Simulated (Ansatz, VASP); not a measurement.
AlGa3N2: VASP beside Ansatz

```
Al Ga N
1.0
    -3.25069    5.61063    2.69635
     3.25069   -5.61063    2.69635
     3.25069    5.61063   -2.69635
Al Ga N
2 6 4
Direct
  0.75000 0.75000 0.00000
  0.25000 0.25000 0.00000
  0.25000 0.75000 0.50000
  0.75000 0.25000 0.50000
  0.50663 0.75000 0.75663
  0.00663 0.25000 0.75663
  0.99337 0.75000 0.24337
  0.49337 0.25000 0.24337
  0.88804 0.92032 0.80835
  0.38804 0.57968 0.96772
  0.61196 0.42032 0.03228
  0.11196 0.07968 0.19165
```

Alike in both runs: functional PBE; k mesh 3 × 3 × 3; occupations gaussian, width 0.15 eV; no spin polarisation.

Ansatz relaxed the structure, and its values are those at the end. VASP's run is a single point on that final structure, the one shown.

```csv
,VASP,Ansatz
version,VASP 6.6.1,Ansatz 0.2.0
potentials or method,"VASP PAW PBE potentials, release 64 (Al, Ga_d, N), cutoff 520 eV","scalar-relativistic, plane waves, PAW"
valence electrons in the cell,104,104
```

```csv
,VASP,Ansatz,Ansatz less VASP
gap on the k mesh at the Fermi level (eV),none,none,-
pressure (GPa),0.2,0.2,-0.05
rms of the force components (eV/Å),0.017,0.017,+0.0003
```

A gap of «none» marks a metal or a gap that the smearing closes.

The k mesh is coarse, so the values compare programs but aren't converged.
